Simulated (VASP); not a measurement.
Here is a VASP 6.6.1 calculation.

File INCAR:

```
PREC = Accurate
ENCUT = 520
EDIFF = 1E-6
ISMEAR = 0
SIGMA = 0.1
LREAL = F
LASPH = T
NELM = 150
ALGO = Normal
ISIF = 2
LWAVE = F
LCHARG = F
ISPIN = 2
MAGMOM = 0 0 0 5
LORBIT = 11
LMAXMIX = 4
GGA = PE
NBANDS = 40
```

Contents of KPOINTS:

```
Automatic mesh
0
Gamma
  10 10 10
```

Contents of POSCAR:

```
MnSn3
1.0
    0.0000000000      3.6684432068      3.6684432068
    3.6684432068      0.0000000000      3.6684432068
    3.6684432068      3.6684432068      0.0000000000
Sn Mn
3 1
Direct
    0.2500000000      0.2500000000      0.2500000000
    0.7500000000      0.7500000000      0.7500000000
    0.5000000000      0.5000000000      0.5000000000
    0.0000000000      0.0000000000      0.0000000000
```

Potentials or basis: VASP PAW PBE potentials, release 64 (Sn_d, Mn_pv).

Launch:

```console
$ cat potpaw_PBE.64/Sn_d/POTCAR potpaw_PBE.64/Mn_pv/POTCAR > POTCAR
$ mpirun -np 1 vasp_std > vasp.out
```

(1) Estimate the site moments.

(2) Estimate the net moment.

(3) What does it give for the pressure?

Results:

(1) Sn -0.07, -0.00 (each value once); Mn +3.96 μB.

(2) 3.97 μB per cell.

(3) -0.1 GPa.
